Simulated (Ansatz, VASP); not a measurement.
**AlN in VASP and in Ansatz**

```
Al N
1.0
     3.13776    0.00000    0.00000
    -1.56888    2.71738    0.00000
     0.00000    0.00000    5.02838
Al N
2 2
Cartesian
  0.0000 1.8116 -0.0161
  1.5689 0.9058 2.4981
  0.0000 1.8116 1.9018
  1.5689 0.9058 4.4160
```

Change from the starting cell: hydrostatic strain +1.0%.

Alike in both runs: task single point; functional HSE06; k mesh 6 × 6 × 4; no spin polarisation.

```csv
,VASP,Ansatz
version,VASP 6.6.1,Ansatz 0.2.0
potentials or method,"VASP PAW PBE potentials, release 64 (Al, N)","plane waves, PAW"
plane-wave cutoff (eV),520,420
occupations,"gaussian, width 0.01 eV",fixed
valence electrons in the cell,16,16
```

|  | VASP | Ansatz | Ansatz less VASP |
| --- | --- | --- | --- |
| gap on the k mesh at the Fermi level (eV) | 5.31 | 5.32 | +0.008 |
| pressure (GPa) | -6.7 | -6.6 | +0.18 |
| traceless stress, the component that is largest in VASP (GPa) | 0.24 | 0.14 | -0.093 |
| rms of the force components (eV/Å) | 0.004 | 0.005 | +0.0016 |

Atom by atom the forces differ by 0.002 eV/Å (rms over components). Ansatz's warnings: stress exchange threshold loose, stress scf threshold loose.
